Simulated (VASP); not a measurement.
## Si2W: single point with PBEsol

Crystal: Si2W.

```
Si W
1.0
    -1.60148    1.60148    3.90915
     1.60148   -1.60148    3.90915
     1.60148    1.60148   -3.90915
Si W
2 1
Cartesian
  0.0000 0.0000 2.6156
  0.0000 0.0000 5.2026
  0.0000 0.0000 0.0000
```

```json
{
  "Program": "VASP 6.6.1",
  "Task": "single point",
  "Functional": "PBEsol",
  "Potentials or basis": "VASP PAW PBE potentials, release 64 (Si, W_sv)",
  "Cutoff": "520 eV",
  "k mesh": "10 × 10 × 10",
  "Occupations": "fermi-dirac, width 0.1 eV",
  "Spin": "no spin polarisation",
  "Dipole correction": "no",
  "Further INCAR settings": "ALGO = Normal; EDIFF = 1e-07; NBANDS = 18"
}
```

```yaml
Pressure: 0.3 GPa
Largest_force: 0.013 eV/Å
Band_gap_on_the_k_mesh: zero (bands 11 and 12 overlap by 1.31 eV)
```

Forces on the atoms (eV/Å):
```
Si   0.000  0.000 -0.013
Si   0.000  0.000  0.013
W    0.000  0.000  0.000
```

Levels at points of the mesh, in eV from the Fermi level:
```csv
k point,band 7,band 8,band 9,band 10,band 11,band 12,band 13,band 14,band 15,band 16
"(0.00, 0.00, 0.00)",-3.73,-3.40,-2.86,-2.86,0.63,2.82,2.87,3.13,3.13,4.64
"(0.50, 0.00, 0.00)",-5.79,-4.87,-2.81,-2.81,-0.45,2.73,2.82,3.96,4.47,5.12
"(0.50, 0.50, 0.00)",-6.04,-5.47,-5.05,-3.30,-1.75,2.83,3.00,3.16,3.91,4.32
"(0.50, 0.50, 0.50)",-3.92,-2.62,-0.82,-0.82,-0.51,-0.51,0.81,4.52,4.98,6.12
```

Wall time 69 s on 1 thread of Intel(R) Xeon(R) 6975P-C (Granite Rapids) (shared host), peak memory 0.23 GiB.

Caveat: the PAW data sets were made with another functional, which shifts forces and pressure a little; spin-orbit coupling is left out, which moves the levels of the heavy elements.
